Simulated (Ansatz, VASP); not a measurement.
One calculation of Ag, two programs

```
Ag
1.0
     2.84719    0.00000    0.00000
    -1.42360    2.46574    0.00000
     0.00000    0.00000    9.86485
Ag
4
Direct
  0.33333 0.66667 0.25000
  0.66667 0.33333 0.75000
  0.00000 0.00000 0.00000
  0.00000 0.00000 0.50000
```

Change from the starting cell: volume scaled by 0.96.

Alike in both runs: task single point; functional LDA; k mesh 14 × 14 × 4; occupations fermi-dirac, width 0.08 eV; no spin polarisation.

|  | VASP | Ansatz |
| --- | --- | --- |
| version | VASP 6.6.1 | Ansatz 0.2.0 |
| potentials or method | VASP PAW LDA potentials, release 64 (Ag), cutoff 520 eV | all-electron LAPW, scalar-relativistic |

VASP gave:

```
pressure (GPa)                                                : -7.9
traceless stress, the component that is largest in VASP (GPa) : -3.20
```

Task: Which values does Ansatz return?

Result: Pressure (GPa): -8.1; traceless stress, the component that is largest in VASP (GPa): -3.17.

LDA's correlation is that of Perdew and Zunger in VASP and of Perdew and Wang (1992) in Ansatz. Ansatz ran all-electron here, and VASP with PAW potentials.
